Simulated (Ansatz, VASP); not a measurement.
One calculation of Ir, two programs

```
CELL_PARAMETERS angstrom
0.00000 2.01568 2.01568
2.01568 0.00000 2.01568
2.01568 2.01568 0.00000
ATOMIC_POSITIONS crystal
Ir 0.00000 0.00000 0.00000
```

Change from the starting cell: strain +0.050 along x and y, +0.050 along z, atoms carried along.

Alike in both runs: task single point; functional PBEsol; k mesh 22 × 22 × 22; occupations gaussian, width 0.15 eV; no spin polarisation.

|  | VASP | Ansatz |
| --- | --- | --- |
| version | VASP 6.6.1 | Ansatz 0.2.0 |
| potentials or method | VASP PAW PBE potentials, release 64 (Ir), cutoff 520 eV | scalar-relativistic, plane waves, PAW |
| valence electrons in the cell | 9 | 17 |

Ansatz gave:

```
gap on the k mesh at the Fermi level (eV) : none
pressure (GPa)                            : -40.0
```

Estimate VASP's values.

gap on the k mesh at the Fermi level (eV): none; pressure (GPa): -39.7.

VASP's potentials were made for PBE, not for PBEsol. A gap of «none» marks a metal or a gap that the smearing closes. Both programs put the cell under strong tension, so it lies far from rest at this level. With one functional, cell and mesh, what is left measures potentials, basis and numerics. VASP's potentials hold 9 valence electrons a cell and Ansatz's 17, so a difference there can come from the potentials and not from the codes.

Spin-orbit coupling is off throughout. Noted on VASP's run: the cell as given lies far from equilibrium.
